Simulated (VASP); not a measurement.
# AlInSbN2 (P3m1) in VASP: notebook, part 4 of 4

VASP 6.6.1. Earlier steps stand in the parts before.

**5. Relaxation of cell and atoms, PBE**

This run uses another cell than the first one, of 18.30 Å³/atom, 1.117 times its volume.

Contents of INCAR:

```
ALGO = Normal
EDIFF = 1E-7
EDIFFG = -0.04
ENCUT = 600
GGA = PE
IBRION = 2
ISIF = 3
ISMEAR = 0
LASPH = T
LCHARG = F
LREAL = F
LWAVE = F
NELM = 60
NSW = 90
PREC = Accurate
SIGMA = 0.1
```

Contents of KPOINTS:

```
k-points
0
Gamma
  6 6 4
```

Contents of POSCAR:

```
AlInSbN2
1.0
    4.0287236200      0.0000000000      0.0000000000
   -2.0143618100      3.4889770000      0.0000000000
    0.0000000000      0.0000000000      6.5094062700
Al In Sb N
1 1 1 2
Direct
    0.0000000000      0.0000000000      0.3765620000
    0.3333333300      0.6666666700      0.9841210200
    0.6666666700      0.3333333300      0.6335849800
    0.6666666700      0.3333333300      0.2403230100
    0.0000000000      0.0000000000      0.7654089900
```

Potentials or basis: VASP PAW PBE potentials, release 64 (Al, In_d, Sb, N).

On the command line:

```sh
$ cat potpaw_PBE.64/Al/POTCAR potpaw_PBE.64/In_d/POTCAR potpaw_PBE.64/Sb/POTCAR potpaw_PBE.64/N/POTCAR > POTCAR
$ mpirun -np 1 vasp_std > vasp.out
```

OUTCAR:

```text
EDIFF = 1E-7
   EDIFFG = -0.04
   ENCUT = 600
   GGA = PE
   IBRION = 2
   ISIF = 3
   ISMEAR = 0
   LASPH = T
   LREAL = F
   NELM = 60
   NSW = 90
   PREC = Accurate

 ion  position               nearest neighbor table
   1  0.000  0.000  0.377-   4 2.49   4 2.49   4 2.49   5 2.53   3 2.87   3 2.87   3 2.87   2 3.45
                             2 3.45   2 3.45
   2  0.333  0.667  0.984-   5 2.73   5 2.73   5 2.73   4 2.86   4 2.86   4 2.86   3 3.26   3 3.26
                             3 3.26   1 3.45   1 3.45   1 3.45
   3  0.667  0.333  0.634-   5 2.48   5 2.48   5 2.48   4 2.56   1 2.87   1 2.87   1 2.87   2 3.26
                             2 3.26   2 3.26
   4  0.667  0.333  0.240-   1 2.49   1 2.49   1 2.49   3 2.56   2 2.86   2 2.86   2 2.86
   5  0.000  0.000  0.765-   3 2.48   3 2.48   3 2.48   1 2.53   2 2.73   2 2.73   2 2.73

  LATTYP: Found a hexagonal cell.
 ALAT       =     4.0287236200
 C/A-ratio  =     1.6157490272

  Lattice vectors:

 A1 = (   4.0287236200,   0.0000000000,   0.0000000000)
 A2 = (  -2.0143618100,   3.4889770000,   0.0000000000)
 A3 = (   0.0000000000,   0.0000000000,   6.5094062700)

Analysis of symmetry for initial positions (statically):
=====================================================================
 Subroutine PRICEL returns:
[... 173 lines left out ...]
  ext. energy  EPLUGINS =         0.00000000
  ---------------------------------------------------
  free energy    TOTEN  =       -22.26281291 eV

  energy without entropy =      -22.24131619  energy(sigma->0) =      -22.25206455

------------------------ aborting loop because EDIFF is reached ----------------------------------------

  FORCE on cell =-STRESS in cart. coord.  units (eV):
  Direction    XX          YY          ZZ          XY          YZ          ZX
  --------------------------------------------------------------------------------------
  -------------------------------------------------------------------------------------
  Total       -4.2512085     -4.2512085     -1.0469995      0.0000000      0.0000000      0.0000000
  in kB      -74.4416561    -74.4416561    -18.3336999      0.0000000      0.0000000      0.0000000
  external PRESSURE =     -55.7390040 kB  Pullay stress =       0.0000000 kB
[... 1159 lines left out ...]
      6      -7.5632      2.00000
[... 11 lines left out ...]
     18       7.4930      0.00000
     19       8.5816      0.00000

[... ionic steps 4 to 42 ...]

--------------------------------------- Ionic step       43  -------------------------------------------

 number of electron      31.0000011 magnetization

------------------------ aborting loop because EDIFF is reached ----------------------------------------
[... 73 lines left out ...]
--------------------------------------- Ionic step       45  -------------------------------------------

 number of electron      31.0000008 magnetization

 Free energy of the ion-electron system (eV)
  ---------------------------------------------------
  ext. energy  EPLUGINS =         0.00000000
  ---------------------------------------------------
  free energy    TOTEN  =       -27.05994758 eV

  energy without entropy =      -27.05448251  energy(sigma->0) =      -27.05721505

 E-fermi :   7.6891     XC(G=0): -10.3753

 val. band max:        7.6850970538   @ k =   0.3333   0.0000   0.2500
 cond. band min:       7.7393448362   @ k =   0.3333   0.0000   0.5000
 fundamental gap:      0.0542477824
 Fermi energy:         7.6890747001
[... 558 lines left out ...]
  FREE ENERGIE OF THE ION-ELECTRON SYSTEM (eV)
  ---------------------------------------------------
  free  energy   TOTEN  =       -27.0599475779 eV

  energy  without entropy=      -27.0544825122  energy(sigma->0) =      -27.05721505

 reached required accuracy - stopping structural energy minimisation
```

OSZICAR:

```text
N       E                     dE             d eps       ncg     rms          rms(c)
DAV:   1     0.260660303736E+03    0.26066E+03   -0.14934E+04   912   0.185E+03
DAV:   2     0.150199831393E+02   -0.24564E+03   -0.23779E+03   951   0.413E+02
DAV:   3    -0.231601173148E+02   -0.38180E+02   -0.36277E+02  1297   0.143E+02
DAV:   4    -0.254745464374E+02   -0.23144E+01   -0.22100E+01  1100   0.334E+01
[... 541 lines left out ...]
DAV:   4    -0.270599492975E+02    0.12292E-04   -0.12601E-04  1269   0.130E-01    0.171E-02
DAV:   5    -0.270599483157E+02    0.98180E-06   -0.20027E-05  1381   0.495E-02    0.930E-03
DAV:   6    -0.270599479100E+02    0.40570E-06   -0.29912E-06  1224   0.176E-02    0.371E-03
DAV:   7    -0.270599475943E+02    0.31569E-06   -0.65366E-07  1032   0.759E-03    0.113E-03
DAV:   8    -0.270599475779E+02    0.16409E-07   -0.96874E-08   591   0.290E-03
  45 F= -.27059948E+02 E0= -.27057215E+02  d E =-.692345E-03
```

CONTCAR:

```text
AlInSbN2
   1.00000000000000
     3.1930133008944139    0.0000000000000000    0.0000000000000000
    -1.5965066504472070    2.7652306333016985    0.0000000000000000
    -0.0000000000000000    0.0000000000000000    9.4413483556507654
  Al              In              Sb              N
     1     1     1     2
Direct
     0.0000000000000000    0.0000000000000000    0.2954068726674847
     0.3333333300000021    0.6666666699999979    0.9707759292781880
     0.6666666699999979    0.3333333300000021    0.6431326648270437
     0.6666666699999979    0.3333333300000021    0.3004498246449083
     0.0000000000000000    0.0000000000000000    0.7902347085823755

  0.00000000E+00  0.00000000E+00  0.00000000E+00
  0.00000000E+00  0.00000000E+00  0.00000000E+00
  0.00000000E+00  0.00000000E+00  0.00000000E+00
  0.00000000E+00  0.00000000E+00  0.00000000E+00
  0.00000000E+00  0.00000000E+00  0.00000000E+00
```

It took 13 min on 1 thread of Intel Xeon 6975P-C (Granite Rapids), shared host; peak memory 0.3 GiB.

What came out:

| Quantity | Value |
| --- | --- |
| Free energy | -27.0599 eV |
| Relaxed volume | 16.67 Å³/atom |
| Relaxed cell | a = 3.193 Å, b = 3.193 Å, c = 9.441 Å, α = 90.00°, β = 90.00°, γ = 120.00° |
| Space group after relaxing (to 0.05 Å) | P3m1 (No. 156) |
| Energy gained by relaxing | 959.4 meV/atom |
| Ionic steps | 45 |
| Pressure after relaxing | -0.1 GPa |
| Largest force after relaxing | 0.037 eV/Å |

Forces on the atoms (eV/Å):
```
Al   0.000  0.000  0.008
In   0.000  0.000 -0.037
Sb   0.000  0.000  0.034
N    0.000  0.000 -0.012
N    0.000  0.000  0.007
```

Step by step:
| step | energy change (eV) | largest force (eV/Å) | pressure (GPa) | volume (Å³) |
| --- | --- | --- | --- | --- |
| 1 | 0.0000 | 1.5400 | -5.57 | 91.50 |
| 3 | -0.5785 | 1.6466 | 7.17 | 78.30 |
| 5 | -1.6065 | 1.2376 | 12.46 | 75.68 |
| 7 | -1.6723 | 1.4405 | 16.02 | 74.81 |
| 9 | -2.9118 | 1.9289 | 5.11 | 83.72 |
| 11 | -2.9829 | 2.1530 | 2.30 | 87.67 |
| 13 | -3.8813 | 0.9321 | -6.48 | 92.72 |
| 15 | -3.9613 | 0.9212 | -9.50 | 94.61 |
| 17 | -4.3337 | 1.7791 | -6.07 | 89.44 |
| 19 | -4.4676 | 1.2456 | -2.39 | 86.32 |
| 21 | -4.5355 | 0.5295 | 0.79 | 84.21 |
| 23 | -4.5398 | 0.8773 | -2.62 | 87.12 |
| 25 | -4.5892 | 0.7104 | -1.11 | 85.60 |
| 27 | -4.7088 | 0.7197 | -0.25 | 84.69 |
| 29 | -4.7319 | 0.7793 | 0.39 | 84.33 |
| 31 | -4.7691 | 0.3642 | -1.11 | 84.90 |
| 33 | -4.7811 | 0.2810 | 0.21 | 83.80 |
| 35 | -4.7908 | 0.1650 | 0.50 | 83.22 |
| 37 | -4.7941 | 0.1177 | -0.18 | 83.40 |
| 39 | -4.7949 | 0.0605 | 0.18 | 83.17 |
| 41 | -4.7960 | 0.0728 | -0.17 | 83.40 |
| 43 | -4.7964 | 0.0617 | 0.18 | 83.18 |
| 45 | -4.7971 | 0.0373 | -0.07 | 83.36 |

Final structure:
```
CELL_PARAMETERS angstrom
3.19301 0.00000 0.00000
-1.59651 2.76523 0.00000
0.00000 0.00000 9.44135
ATOMIC_POSITIONS crystal
Al 0.00000 0.00000 0.29541
In 0.33333 0.66667 0.97078
Sb 0.66667 0.33333 0.64313
N 0.66667 0.33333 0.30045
N 0.00000 0.00000 0.79023
```

Levels at points of the mesh, in eV from the Fermi level:
| k point | band 12 | band 13 | band 14 | band 15 | band 16 | band 17 | band 18 | band 19 |
| --- | --- | --- | --- | --- | --- | --- | --- | --- |
| (0.00, 0.00, 0.00) | -2.76 | -2.06 | -2.06 | -1.34 | -0.35 | 2.95 | 4.76 | 5.61 |
| (0.50, 0.00, 0.00) | -3.52 | -3.30 | -2.40 | -1.97 | -1.46 | 0.48 | 2.63 | 3.61 |
| (0.00, 0.00, 0.50) | -2.76 | -2.76 | -2.06 | -2.06 | 0.97 | 2.09 | 5.59 | 5.61 |
| (0.50, 0.00, 0.50) | -3.50 | -3.32 | -2.98 | -2.19 | -0.76 | 0.92 | 1.89 | 3.65 |

Caveat: spin-orbit coupling is left out, which moves the levels of the heavy elements; this functional lacks dispersion, which binds the layers, so the pressure and a relaxed spacing across them are unreliable.

**6. Relaxation of cell and atoms, PBE**

Contents of INCAR:

```
PREC = Accurate
ENCUT = 600
EDIFF = 1E-7
ISMEAR = 0
SIGMA = 0.1
LREAL = F
LASPH = T
NELM = 80
ALGO = Normal
ISIF = 3
LWAVE = F
LCHARG = F
GGA = PE
IBRION = 2
NSW = 100
EDIFFG = -0.01
```

Contents of KPOINTS:

```
regular mesh
0
Gamma
  12 12 4
```

Contents of POSCAR:

```
AlInSbN2
1.0
    3.2045682330      0.0000000000      0.0000000000
   -1.6022841165      2.7752374979      0.0000000000
    0.0000000000      0.0000000000      9.2095605008
Al In Sb N
1 1 1 2
Direct
    0.0000000000      0.0000000000      0.3607583630
    0.3333333333      0.6666666667      0.0488460973
    0.6666666667      0.3333333333      0.7029610888
    0.6666666667      0.3333333333      0.3120048639
    0.0000000000      0.0000000000      0.5754295870
```

Potentials or basis: VASP PAW PBE potentials, release 64 (Al, In_d, Sb, N).

On the command line:

```sh
$ cat potpaw_PBE.64/Al/POTCAR potpaw_PBE.64/In_d/POTCAR potpaw_PBE.64/Sb/POTCAR potpaw_PBE.64/N/POTCAR > POTCAR
$ mpirun -np 1 vasp_std > vasp.out
```

It took 12 min on 1 thread of Intel Xeon 6975P-C (Granite Rapids), shared host; peak memory 0.36 GiB.

It converged, with:

```yaml
Free_energy: -28.0555 eV
Relaxed_volume: 16.62 Å³/atom
Relaxed_cell: a = 3.193 Å, b = 3.193 Å, c = 9.410 Å, α = 90.00°, β = 90.00°, γ = 120.00°
Space_group_after_relaxing_to_0.05_Å: P3m1 (No. 156)
Energy_gained_by_relaxing: 2.6 meV/atom
Ionic_steps: 18
Pressure_after_relaxing: 0.0 GPa
Largest_force_after_relaxing: 0.006 eV/Å
```

Forces in eV/Å, atoms in the order of the input:
```
Al   0.000  0.000  0.004
In   0.000  0.000 -0.001
Sb   0.000  0.000 -0.001
N    0.000  0.000 -0.006
N    0.000  0.000  0.005
```

Step by step:
```
step  energy change (eV)  largest force (eV/Å)  pressure (GPa)  volume (Å³)
   1              0.0000                0.1425           -0.06        81.90
   2             -0.0030                0.1200            0.34        81.83
   3             -0.0033                0.1761            0.49        81.81
   4             -0.0056                0.1331            0.15        82.17
   5             -0.0069                0.1332           -0.23        82.60
   6             -0.0071                0.1646           -0.40        82.80
   7             -0.0091                0.1175           -0.30        82.86
   8             -0.0120                0.0626            0.03        83.02
   9             -0.0120                0.0720            0.07        83.05
  10             -0.0124                0.0467           -0.02        83.15
  11             -0.0125                0.0507           -0.17        83.30
  12             -0.0128                0.0538           -0.03        83.24
  13             -0.0128                0.0541            0.00        83.22
  14             -0.0129                0.0376            0.00        83.20
  15             -0.0131                0.0271            0.00        83.17
  16             -0.0131                0.0129           -0.04        83.16
  17             -0.0131                0.0160           -0.05        83.16
  18             -0.0131                0.0060            0.02        83.08
```

Final structure:
```yaml
crystal:
  lattice:
    - [3.19287, 0.00000, 0.00000]
    - [-1.59643, 2.76510, 0.00000]
    - [0.00000, 0.00000, 9.41018]
  atoms:
    - { symbol: Al, position: [0.00000, 0.00000, 0.36133] }
    - { symbol: In, position: [0.33333, 0.66667, 0.05897] }
    - { symbol: Sb, position: [0.66667, 0.33333, 0.69681] }
    - { symbol: N, position: [0.66667, 0.33333, 0.31206] }
    - { symbol: N, position: [0.00000, 0.00000, 0.57082] }
```

Levels at points of the mesh, in eV from the Fermi level:
```csv
k point,band 13,band 14,band 15,band 16,band 17,band 18
"(0.00, 0.00, 0.00)",-1.87,-1.87,-1.64,-0.19,2.60,5.17
"(0.50, 0.00, 0.00)",-2.67,-2.59,-2.24,-1.12,-0.50,3.16
"(0.00, 0.00, 0.50)",-2.71,-1.87,-1.87,1.06,2.04,4.95
"(0.50, 0.00, 0.50)",-3.22,-2.69,-2.67,-0.68,0.03,2.66
```

Caveat: spin-orbit coupling is left out, which moves the levels of the heavy elements.

**7. Summary**

```csv
task,cell,k mesh,cutoff (eV),gap on the mesh (eV),pressure (GPa),relaxed volume (Å³/atom),largest force (eV/Å)
single point,"a = 3.205, b = 3.205, c = 9.210 Å, angles 90.0, 90.0, 120.0°, 5 atoms",6 × 6 × 4,520,none,-0.1,-,0.03
single point,"a = 4.029, b = 4.029, c = 6.509 Å, angles 90.0, 90.0, 120.0°, 5 atoms",6 × 6 × 4,520,none,-5.5,-,1.54
single point,"a = 3.197, b = 3.197, c = 9.416 Å, angles 90.0, 90.0, 120.0°, 5 atoms",12 × 12 × 4,520,none,-0.2,-,0.04
relaxation of cell and atoms,"relaxed from a = 4.029, b = 4.029, c = 6.509 Å, angles 90.0, 90.0, 120.0°, 5 atoms",6 × 6 × 4,600,none,-0.1,16.67,0.04
relaxation of cell and atoms,"relaxed from a = 3.205, b = 3.205, c = 9.210 Å, angles 90.0, 90.0, 120.0°, 5 atoms",12 × 12 × 4,600,none,0.0,16.62,0.01
```

Alike in all rows: level PBE; potentials or basis VASP PAW PBE potentials, release 64 (Al, In_d, Sb, N); no spin polarisation; smearing gaussian 0.1 eV.

Caveats: some runs use coarse meshes; spin-orbit coupling is left out, which moves the levels of the heavy elements; forces of over 1 eV/Å act on the atoms, so gaps and moduli don't describe the material at rest (some runs); this functional lacks dispersion, which binds the layers, so the pressure and a relaxed spacing across them are unreliable (some runs).

Total energies depend on the potentials used, so only differences within one code and one set of settings carry meaning.
